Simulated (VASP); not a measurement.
# Al3Cu (P4/mmm) in VASP: a series of runs, part 2 of 2

VASP 6.6.1. The steps go on from the part before.

### 4 Single point, PBEsol (uniaxial strain along c: -2.0 %, then relaxed in part)

The input, INCAR:

```
SYSTEM = Al3Cu
PREC = Accurate ; ENCUT = 520
EDIFF = 1E-6 ; ISMEAR = 0
SIGMA = 0.1 ; LREAL = .False.
LASPH = .True. ; NELM = 60
ALGO = Fast ; ISIF = 2
LWAVE = .False. ; LCHARG = .False.
GGA = PS ; NBANDS = 18
```

The input, KPOINTS:

```
Automatic mesh
0
Gamma
  18 18 8
  0 0 0
```

The input, POSCAR:

```
Al3Cu
1.0
    2.7926003676      0.0000000000      0.0000000000
    0.0000000000      2.7926003676      0.0000000000
    0.0000000000      0.0000000000      7.4508979689
Al Cu
3 1
Direct
    0.0000000000      0.0000000000      0.5000000000
    0.5000000000      0.5000000000      0.2216681284
    0.5000000000      0.5000000000      0.7783318716
    0.0000000000      0.0000000000      0.0000000000
```

Potentials or basis: VASP PAW PBE potentials, release 64 (Al, Cu).

Started as:

```sh
$ cat potpaw_PBE.64/Al/POTCAR potpaw_PBE.64/Cu/POTCAR > POTCAR
$ mpirun -np 1 vasp_std > vasp.out
```

OUTCAR:

```text
SYSTEM = Al3Cu
   PREC = Accurate
   ENCUT = 520
   EDIFF = 1E-6
   ISMEAR = 0
   LREAL = .False.
   LASPH = .True.
   NELM = 60
   ISIF = 2
   GGA = PS

 ion  position               nearest neighbor table
   1  0.000  0.000  0.500-   2 2.86   3 2.86   2 2.86   3 2.86   2 2.86   3 2.86   2 2.86   3 2.86

   2  0.500  0.500  0.222-   4 2.57   4 2.57   4 2.57   4 2.57   1 2.86   1 2.86   1 2.86   1 2.86
                             3 3.30
   3  0.500  0.500  0.778-   4 2.57   4 2.57   4 2.57   4 2.57   1 2.86   1 2.86   1 2.86   1 2.86
                             2 3.30
   4  0.000  0.000  0.000-   2 2.57   3 2.57   2 2.57   3 2.57   2 2.57   3 2.57   2 2.57   3 2.57
[... 709 lines left out ...]
  -------------------------------------------------------------------------------------
  Total        0.0779987      0.0779987      1.2229202      0.0000000      0.0000000      0.0000000
  in kB        2.1506586      2.1506586     33.7196072      0.0000000      0.0000000      0.0000000
  external PRESSURE =      12.6736415 kB  Pullay stress =       0.0000000 kB

 VOLUME and BASIS-vectors are now :
 -----------------------------------------------------------------------------
  energy-cutoff  :      520.00
  volume of cell :       58.11
      direct lattice vectors                 reciprocal lattice vectors
     2.792600368  0.000000000  0.000000000     0.358089189  0.000000000  0.000000000
     0.000000000  2.792600368  0.000000000     0.000000000  0.358089189  0.000000000
     0.000000000  0.000000000  7.450897969     0.000000000  0.000000000  0.134212011

 POSITION                                       TOTAL-FORCE (eV/Angst)
 -----------------------------------------------------------------------------------
      0.00000      0.00000      3.72545        -0.000000     -0.000000      0.000000
      1.39630      1.39630      1.65163        -0.000000      0.000000      0.018512
      1.39630      1.39630      5.79927         0.000000      0.000000     -0.018512
      0.00000      0.00000      0.00000        -0.000000     -0.000000      0.000000
 -----------------------------------------------------------------------------------
    total drift:                                0.000000      0.000000     -0.000000

  FREE ENERGIE OF THE ION-ELECTRON SYSTEM (eV)
  ---------------------------------------------------
  free  energy   TOTEN  =       -16.9678960911 eV

  energy  without entropy=      -16.9616857750  energy(sigma->0) =      -16.96479093
```

stdout:

```text
POSCAR found type information on POSCAR AlCu
 POSCAR found :  2 types and       4 ions
 scaLAPACK will be used
 -----------------------------------------------------------------------------
|                                                                             |
|                                                                             |
|     You enforced a specific xc type in the INCAR file but a different       |
|     I HOPE YOU KNOW WHAT YOU ARE DOING!                                     |
|                                                                             |
 -----------------------------------------------------------------------------

 LDA part: xc-table for (Slater+PW92), standard interpolation
 POSCAR, INCAR and KPOINTS ok, starting setup
 FFT: planning ... GRIDC
 FFT: planning ... GRID_SOFT
 FFT: planning ... GRID
 WAVECAR not read
 entering main loop
```

It took 11 min on 1 thread of Oxide Virtual Turin-like, shared host; peak memory 0.34 GiB.

Results:

```
Free energy            : -16.9679 eV
Pressure               : 1.3 GPa
Largest force          : 0.019 eV/Å
Band gap on the k mesh : zero (bands 10 and 11 overlap by 6.63 eV)
```

Forces in eV/Å, atoms in the order of the input:
```
Al   0.000  0.000  0.000
Al   0.000  0.000  0.019
Al   0.000  0.000 -0.019
Cu   0.000  0.000  0.000
```

Caveat: the cell differs from its parent crystal (uniaxial strain along c: -2.0 %, then relaxed in part); the PAW data sets were made with another functional, which shifts forces and pressure a little.

### 5 Single point, PBEsol (uniaxial strain along c: -2.0 %)

The input, INCAR:

```
SYSTEM = Al3Cu
ALGO = Fast ; EDIFF = 1E-6
ENCUT = 520 ; GGA = PS
ISIF = 2 ; ISMEAR = 0
LASPH = .True. ; LCHARG = .False.
LREAL = .False. ; LWAVE = .False.
NBANDS = 18 ; NELM = 80
PREC = Accurate ; SIGMA = 0.1
```

The input, KPOINTS:

```
k-points
0
Gamma
  18 18 8
  0 0 0
```

The input, POSCAR:

```
Al3Cu
1.0
    2.7935814253      0.0000000000      0.0000000000
    0.0000000000      2.7935814253      0.0000000000
    0.0000000000      0.0000000000      7.4508979689
Al Cu
3 1
Direct
    0.0000000000      0.0000000000      0.5000000000
    0.5000000000      0.5000000000      0.2216279059
    0.5000000000      0.5000000000      0.7783720941
    0.0000000000      0.0000000000      0.0000000000
```

Started as:

```sh
$ cat potpaw_PBE.64/Al/POTCAR potpaw_PBE.64/Cu/POTCAR > POTCAR
$ mpirun -np 1 vasp_std > vasp.out
```

Run time: 10 min. Hardware: 1 thread of Oxide Virtual Turin-like, shared host; peak memory 0.35 GiB.

Results (log left out):

* Free energy: -16.9679 eV
* Pressure: 1.5 GPa
* Largest force: 0.019 eV/Å
* Band gap on the k mesh: zero (bands 10 and 11 overlap by 6.64 eV)

Forces on the atoms (eV/Å):
```
Al   0.000  0.000  0.000
Al   0.000  0.000  0.019
Al   0.000  0.000 -0.019
Cu   0.000  0.000  0.000
```

Stress tensor (GPa, compression positive):
```
0.44 0.00 0.00
0.00 0.44 0.00
0.00 0.00 3.64
```

Levels at points of the mesh, in eV from the Fermi level:
| k point | band 6 | band 7 | band 8 | band 9 | band 10 | band 11 | band 12 | band 13 | band 14 | band 15 |
| --- | --- | --- | --- | --- | --- | --- | --- | --- | --- | --- |
| (0.00, 0.00, 0.00) | -3.70 | -3.70 | -3.32 | -1.51 | 0.85 | 6.24 | 6.39 | 6.39 | 7.86 | 8.86 |
| (0.50, 0.00, 0.00) | -4.08 | -3.79 | -3.67 | -3.60 | -2.34 | -1.94 | 2.89 | 4.09 | 4.26 | 5.45 |
| (0.50, 0.50, 0.00) | -2.65 | -2.65 | -0.58 | -0.50 | 0.10 | 0.10 | 0.51 | 0.51 | 0.67 | 1.99 |
| (0.00, 0.00, 0.50) | -3.70 | -3.70 | -3.46 | -3.32 | 4.59 | 6.06 | 6.23 | 6.99 | 6.99 | 7.08 |
| (0.50, 0.00, 0.50) | -4.31 | -3.79 | -3.60 | -2.67 | -0.95 | -0.87 | 0.14 | 0.95 | 8.97 | 9.08 |
| (0.50, 0.50, 0.50) | -1.94 | -1.94 | -1.71 | -1.71 | -0.65 | -0.63 | 0.51 | 1.52 | 3.31 | 3.31 |

Caveat: the cell differs from its parent crystal (uniaxial strain along c: -2.0 %); the PAW data sets were made with another functional, which shifts forces and pressure a little.

### 6 Single point, PBEsol (uniaxial strain along c: -1.0 %, then relaxed in part)

The input, INCAR:

```
PREC = Accurate
ENCUT = 520
EDIFF = 1E-6
ISMEAR = 0
SIGMA = 0.1
LREAL = F
LASPH = T
NELM = 100
ALGO = Fast
ISIF = 2
LWAVE = F
LCHARG = F
GGA = PS
NBANDS = 18
```

The input, KPOINTS:

```
regular mesh
0
Gamma
  18 18 8
```

The input, POSCAR:

```
Al3Cu
1.0
    2.7850151386      0.0000000000      0.0000000000
    0.0000000000      2.7850151386      0.0000000000
    0.0000000000      0.0000000000      7.5269275400
Al Cu
3 1
Direct
    0.0000000000      0.0000000000      0.5000000000
    0.5000000000      0.5000000000      0.2216279059
    0.5000000000      0.5000000000      0.7783720941
    0.0000000000      0.0000000000      0.0000000000
```

Potentials or basis: VASP PAW PBE potentials, release 64 (Al, Cu).

Started as:

```sh
$ cat potpaw_PBE.64/Al/POTCAR potpaw_PBE.64/Cu/POTCAR > POTCAR
$ mpirun -np 1 vasp_std > vasp.out
```

Run time: 9.2 min. Hardware: 1 thread of Oxide Virtual Turin-like, shared host; peak memory 0.35 GiB.

Results (log left out):

```yaml
Free_energy: -16.9770 eV
Pressure: 1.0 GPa
Largest_force: 0.020 eV/Å
Band_gap_on_the_k_mesh: zero (bands 10 and 11 overlap by 6.34 eV)
```

Forces in eV/Å, atoms in the order of the input:
```
Al   0.000  0.000  0.000
Al   0.000  0.000  0.020
Al   0.000  0.000 -0.020
Cu   0.000  0.000  0.000
```

Stress tensor (GPa, compression positive):
```
0.49 0.00 0.00
0.00 0.49 0.00
0.00 0.00 2.06
```

Levels at points of the mesh, in eV from the Fermi level:
| k point | band 8 | band 9 | band 10 | band 11 | band 12 | band 13 |
| --- | --- | --- | --- | --- | --- | --- |
| (0.00, 0.00, 0.00) | -3.30 | -1.68 | 0.65 | 6.32 | 6.52 | 6.52 |
| (0.50, 0.00, 0.00) | -3.69 | -3.58 | -2.37 | -1.93 | 2.76 | 3.96 |
| (0.50, 0.50, 0.00) | -0.52 | -0.44 | 0.11 | 0.11 | 0.51 | 0.51 |
| (0.00, 0.00, 0.50) | -3.52 | -3.30 | 4.30 | 5.79 | 6.31 | 7.11 |
| (0.50, 0.00, 0.50) | -3.58 | -2.66 | -0.99 | -0.96 | 0.09 | 0.85 |
| (0.50, 0.50, 0.50) | -1.67 | -1.67 | -0.59 | -0.56 | 0.57 | 1.57 |

Caveat: the cell differs from its parent crystal (uniaxial strain along c: -1.0 %, then relaxed in part); the PAW data sets were made with another functional, which shifts forces and pressure a little.

### 7 Single point, PBEsol (uniaxial strain along c: -1.0 %)

The input, INCAR:

```
ALGO = Fast
EDIFF = 1E-6
ENCUT = 520
GGA = PS
ISIF = 2
ISMEAR = 0
LASPH = T
LCHARG = F
LREAL = F
LWAVE = F
NBANDS = 18
NELM = 80
PREC = Accurate
SIGMA = 0.1
```

The input, KPOINTS:

```
k-points
0
Gamma
  18 18 8
```

The input, POSCAR:

```
Al3Cu
1.0
    2.7866322178      0.0000000000      0.0000000000
    0.0000000000      2.7866322178      0.0000000000
    0.0000000000      0.0000000000      7.5269275400
Al Cu
3 1
Direct
    0.0000000000      0.0000000000      0.5000000000
    0.5000000000      0.5000000000      0.2206884218
    0.5000000000      0.5000000000      0.7793115782
    0.0000000000      0.0000000000      0.0000000000
```

Started as:

```sh
$ cat potpaw_PBE.64/Al/POTCAR potpaw_PBE.64/Cu/POTCAR > POTCAR
$ mpirun -np 1 vasp_std > vasp.out
```

Wall time 9.4 min (1 thread of Oxide Virtual Turin-like, shared host); peak memory 0.35 GiB.

It converged, with:

- Free energy: -16.9765 eV
- Pressure: 1.0 GPa
- Largest force: 0.065 eV/Å
- Band gap on the k mesh: zero (bands 10 and 11 overlap by 6.36 eV)

Forces on the atoms (eV/Å):
```
Al   0.000  0.000  0.000
Al   0.000  0.000  0.065
Al   0.000  0.000 -0.065
Cu   0.000  0.000  0.000
```

Stress tensor (GPa, compression positive):
```
0.52 0.00 0.00
0.00 0.52 0.00
0.00 0.00 2.10
```

Levels at points of the mesh, in eV from the Fermi level:
```tsv
k point	band 6	band 7	band 8	band 9	band 10	band 11	band 12	band 13	band 14	band 15
(0.00, 0.00, 0.00)	-3.70	-3.70	-3.32	-1.67	0.64	6.33	6.51	6.51	7.88	8.94
(0.50, 0.00, 0.00)	-4.08	-3.79	-3.69	-3.60	-2.36	-1.95	2.76	3.97	4.08	5.25
(0.50, 0.50, 0.00)	-2.58	-2.58	-0.50	-0.44	0.10	0.10	0.52	0.52	0.70	2.00
(0.00, 0.00, 0.50)	-3.70	-3.70	-3.52	-3.32	4.30	5.79	6.32	7.12	7.12	7.17
(0.50, 0.00, 0.50)	-4.32	-3.79	-3.60	-2.67	-0.99	-0.97	0.09	0.85	8.79	8.84
(0.50, 0.50, 0.50)	-1.91	-1.91	-1.66	-1.66	-0.58	-0.54	0.56	1.55	3.30	3.30
```

Caveat: the cell differs from its parent crystal (uniaxial strain along c: -1.0 %); the PAW data sets were made with another functional, which shifts forces and pressure a little.

### 8 Summary

| cell | further INCAR settings | gap on the mesh (eV) | pressure (GPa) | largest force (eV/Å) |
| --- | --- | --- | --- | --- |
| a = 2.800, b = 2.800, c = 7.375 Å, 4 atoms, atomic positions A | ALGO = Fast; EDIFF = 1e-07; NBANDS = 18 | none | 1.8 | 0.02 |
| a = 2.801, b = 2.801, c = 7.375 Å, 4 atoms, atomic positions A | ALGO = Fast; EDIFF = 1e-06; NBANDS = 18 | none | 1.8 | 0.02 |
| a = 2.793, b = 2.793, c = 7.451 Å, 4 atoms, atomic positions A | ALGO = Fast; EDIFF = 1e-06; NBANDS = 18 | none | 1.3 | 0.02 |
| a = 2.794, b = 2.794, c = 7.451 Å, 4 atoms, atomic positions A | ALGO = Fast; EDIFF = 1e-06; NBANDS = 18 | none | 1.5 | 0.02 |
| a = 2.785, b = 2.785, c = 7.527 Å, 4 atoms, atomic positions A | ALGO = Fast; EDIFF = 1e-06; NBANDS = 18 | none | 1.0 | 0.02 |
| a = 2.787, b = 2.787, c = 7.527 Å, 4 atoms, atomic positions B | ALGO = Fast; EDIFF = 1e-06; NBANDS = 18 | none | 1.0 | 0.06 |

Alike in all rows: task single point; level PBEsol; potentials or basis VASP PAW PBE potentials, release 64 (Al, Cu); no spin polarisation; k mesh 18 × 18 × 8; cutoff (eV) 520; smearing gaussian 0.1 eV.

Caveats: the PAW data sets were made with another functional, which shifts forces and pressure a little.

Total energies depend on the potentials used, so only differences within one code and one set of settings carry meaning.
